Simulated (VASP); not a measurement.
## WS2: single point with PBE+D3(BJ)

The system is WS2.

```
W S
1.0
     3.15421    0.00000    0.00000
    -1.57710    2.73162    0.00000
     0.00000    0.00000   12.13991
W S
2 4
Direct
  0.29673 0.59345 0.25000
  0.70327 0.40655 0.75000
  0.36951 0.73902 0.62029
  0.63049 0.26098 0.12029
  0.36951 0.73902 0.87971
  0.63049 0.26098 0.37971
```

This cell differs from its parent crystal: mode 4 (29.2 1/cm) frozen in, largest displacement +0.200 Å.

```json
{"Program": "VASP 6.6.1", "Task": "single point", "Functional": "PBE", "Dispersion": "D3(BJ)", "Potentials or basis": "VASP PAW PBE potentials, release 64 (W_sv, S)", "Cutoff": "520 eV", "k mesh": "12 × 12 × 4", "Occupations": "gaussian, width 0.05 eV", "Spin": "no spin polarisation"}
```

| Property | Result |
| --- | --- |
| Pressure | 0.2 GPa |
| Largest force | 0.120 eV/Å |
| Band gap on the k mesh | 0.89 eV, indirect (least direct gap 1.84 eV) |
| Dispersion energy per atom | -0.435 eV |

Forces in eV/Å, atoms in the order of the input:
```
W    0.000  0.120  0.000
W    0.000 -0.120  0.000
S    0.000 -0.037  0.042
S    0.000  0.037  0.042
S    0.000 -0.037 -0.042
S    0.000  0.037 -0.042
```

Stress tensor (GPa, compression positive):
```
-0.04  0.00  0.00
 0.00  0.05  0.00
 0.00  0.00  0.45
```

Levels at points of the mesh, in eV from the valence-band top:
| k point | band 23 | band 24 | band 25 | band 26 | band 27 | band 28 | band 29 | band 30 |
| --- | --- | --- | --- | --- | --- | --- | --- | --- |
| (0.00, 0.00, 0.00) | -2.22 | -1.42 | -1.32 | 0.00 | 2.18 | 2.21 | 2.24 | 2.29 |
| (0.50, 0.00, 0.00) | -2.05 | -1.85 | -1.66 | -1.66 | 2.27 | 2.31 | 2.47 | 2.87 |
| (0.00, 0.50, 0.00) | -2.05 | -1.96 | -1.81 | -1.42 | 2.27 | 2.32 | 2.63 | 2.80 |
| (0.00, 0.00, 0.50) | -2.25 | -2.25 | -0.31 | -0.31 | 2.19 | 2.19 | 2.26 | 2.26 |
| (0.50, 0.00, 0.50) | -1.92 | -1.92 | -1.68 | -1.68 | 2.29 | 2.29 | 2.70 | 2.70 |
| (0.00, 0.50, 0.50) | -1.93 | -1.93 | -1.57 | -1.57 | 2.29 | 2.29 | 2.70 | 2.70 |

Run time: 5.4 min on 1 thread of Intel Xeon 6975P-C, on a shared host, peak memory 0.49 GiB.

Caveat: the cell differs from its parent crystal (mode 4 (29.2 1/cm) frozen in, largest displacement +0.200 Å); spin-orbit coupling is left out, which moves the levels of the heavy elements. A k mesh can miss the band edges.
